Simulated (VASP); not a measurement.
Crystal: P.

```
P
1.0
     5.63669    0.00000    0.00000
     0.00000    5.63669    0.00000
     0.00000    0.00000    2.23398
P
6
Direct
  0.50000 0.50000 0.00000
  0.00000 0.00000 0.00000
  0.86318 0.63682 0.00000
  0.13682 0.36318 0.00000
  0.63682 0.13682 0.00000
  0.36318 0.86318 0.00000
```

```yaml
Program: VASP 6.6.1
Task: relaxation of cell and atoms
Functional: PBE
Potentials_or_basis: VASP PAW PBE potentials, release 64 (P)
Cutoff: 600 eV
k_mesh: 4 × 4 × 8
Occupations: gaussian, width 0.1 eV
Spin: no spin polarisation
```

At the start: pressure 48.1 GPa; volume 11.83 Å³/atom.

Where does the relaxation end?

Over 8 steps the energy falls by 461.6 meV/atom and the volume is 15.77 Å³/atom (+33.3 %); space group P4/mbm (No. 127, to 0.05 Å).

The path:
```
step  energy change (eV)  largest force (eV/Å)  pressure (GPa)  volume (Å³)
   1              0.0000                0.5573           48.06        70.98
   2             -1.7936                0.7624          -11.81       113.97
   3             -2.7069                0.5792            0.38        93.65
   4             -2.7076                0.5810           -0.24        94.25
   5             -2.7561                0.3056           -0.13        94.46
   6             -2.7651                0.1058            0.03        94.58
   7             -2.7659                0.1110            0.10        94.67
   8             -2.7698                0.0048            0.06        94.63
```

Final structure:
```xyz
6
Lattice="6.1702 0.0000 0.0000 0.0000 6.1702 0.0000 0.0000 0.0000 2.4855" Properties=species:S:1:pos:R:3 pbc="T T T"
P     3.0851    3.0851    0.0000
P     0.0000    6.1702    0.0000
P     5.3735    3.8818    2.4855
P     0.7967    2.2884    0.0000
P     3.8818    0.7967    0.0000
P     2.2884    5.3735    2.4855
```

Caveat: the volume moved by over 15 % at a fixed basis, so the end points are rough.
